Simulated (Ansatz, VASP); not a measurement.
One calculation of Si2I, two programs

```
Si I
1.0
     5.49583    0.00000    0.00000
     0.00000    7.98258    0.00000
     0.00000    0.00000    3.59928
Si I
4 2
Direct
  0.36896 0.88138 0.50000
  0.86896 0.61862 0.00000
  0.63104 0.11862 0.50000
  0.13104 0.38138 0.00000
  0.50000 0.50000 0.50000
  0.00000 0.00000 0.00000
```

Alike in both runs: task relaxation of cell and atoms; functional PBE; k mesh 4 × 2 × 6; occupations gaussian, width 0.1 eV; no spin polarisation.

|  | VASP | Ansatz |
| --- | --- | --- |
| version | VASP 6.6.1 | Ansatz 0.2.0 |
| potentials or method | VASP PAW PBE potentials, release 64 (Si, I), cutoff 600 eV | scalar-relativistic, plane waves, PAW |
| valence electrons in the cell | 30 | 50 |

```tsv
	VASP	Ansatz	Ansatz less VASP
gap on the k mesh at the Fermi level, each at its own relaxed structure (eV)	none	none	-
relaxed volume (Å³/atom)	26.81	26.14	-0.668
relaxed length of the cell vector where the two differ most in proportion (Å)	5.283	5.206	-0.0768
```

A gap of «none» marks a metal or a gap that the smearing closes. VASP's potentials hold 30 valence electrons a cell and Ansatz's 50, so a difference there can come from the potentials and not from the codes.

The k mesh is coarse, so the values compare programs but aren't converged. Neither program's run includes spin-orbit coupling.
